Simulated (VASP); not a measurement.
Be:

```
Be
1.0
     0.00000    1.59500    1.59500
     1.59500    0.00000    1.59500
     1.59500    1.59500    0.00000
Be
1
Direct
  0.00000 0.00000 0.00000
```

This isn't the form of Be at room conditions, which is hcp.

```yaml
Program: VASP 6.6.1
Task: relaxation of cell and atoms
Functional: r2SCAN
Dispersion: D4
Potentials_or_basis: VASP PAW PBE potentials, release 64 (Be)
Cutoff: 660 eV
k_mesh: 14 × 14 × 14
Occupations: fermi-dirac, width 0.1 eV
Spin: no spin polarisation
```

At the start: pressure -3.8 GPa; volume 8.12 Å³/atom.

Q: Where does the relaxation end?

A: Over 3 steps the energy falls by 3.4 meV/atom and the volume is 7.85 Å³/atom (-3.3 %); space group Fm-3m (No. 225, to 0.1 Å) before and after.

The path:
```
step  energy change (eV)  largest force (eV/Å)  pressure (GPa)  volume (Å³)
   1              0.0000                0.0000           -3.82         8.12
   2             -0.0033                0.0000           -0.71         7.89
   3             -0.0034                0.0000           -0.04         7.85
```

Final structure:
```cif
data_structure
_symmetry_space_group_name_H-M 'P 1'
_symmetry_Int_Tables_number 1
_cell_length_a 2.2304
_cell_length_b 2.2304
_cell_length_c 2.2304
_cell_angle_alpha 60.000
_cell_angle_beta 60.000
_cell_angle_gamma 60.000
_cell_volume 7.85
loop_
_atom_site_label
_atom_site_type_symbol
_atom_site_fract_x
_atom_site_fract_y
_atom_site_fract_z
_atom_site_occupancy
Be1 Be 0.00000 0.00000 0.00000 1
```

Caveat: the PAW data sets were made with another functional, which shifts forces and pressure a little.
